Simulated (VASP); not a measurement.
Se: single point with PBE+D3(BJ)

Se:

```
Se
1.0
     4.30893    0.00000    0.00000
    -2.15446    3.73164    0.00000
     0.00000    0.00000    4.81437
Se
3
Direct
  0.24735 0.00000 0.33333
  0.00000 0.24735 0.66667
  0.75265 0.75265 0.00000
```

```yaml
Program: VASP 6.6.1
Task: single point
Functional: PBE
Dispersion: D3(BJ)
Potentials_or_basis: VASP PAW PBE potentials, release 64 (Se)
Cutoff: 520 eV
k_mesh: 12 × 12 × 8
Occupations: gaussian, width 0.05 eV
Spin: no spin polarisation
Dipole_correction: no
Further_INCAR_settings: ALGO = Normal; EDIFF = 1e-06; NBANDS = 16
```

| Quantity | Value |
| --- | --- |
| Pressure | -1.0 GPa |
| Largest force | 0.305 eV/Å |
| Band gap on the k mesh | 0.43 eV (least direct gap 1.39 eV) |
| Dispersion energy per atom | -0.336 eV |

Forces on the atoms (eV/Å):
```
Se  -0.305  0.000  0.000
Se   0.153 -0.264  0.000
Se   0.153  0.264  0.000
```

Stress tensor (GPa, compression positive):
```
-2.04  0.00  0.00
 0.00 -2.04  0.00
 0.00  0.00  1.12
```

Levels at points of the mesh, in eV from the valence-band top:
```
           k point  band 5  band 6  band 7  band 8  band 9  band 10  band 11  band 12  band 13  band 14
(0.00, 0.00, 0.00)   -3.84   -3.84   -2.25   -2.25   -0.84     1.39     1.48     1.48     6.41     6.41
(0.50, 0.00, 0.00)   -4.94   -3.96   -3.22   -1.66   -1.14     1.43     1.54     3.77     4.57     7.70
(0.00, 0.00, 0.50)   -3.60   -3.60   -1.89   -1.89   -1.30     0.43     0.43     0.90     6.36     6.52
(0.50, 0.00, 0.50)   -4.53   -4.48   -2.54   -1.81    0.00     1.76     2.41     2.55     6.23     7.86
```

It took 42 s on 1 thread of Intel(R) Xeon(R) 6975P-C (Granite Rapids) (shared host), peak memory 0.26 GiB.

A k mesh can miss the band edges. PBE gaps usually lie below the measured ones, often by a third to a half.
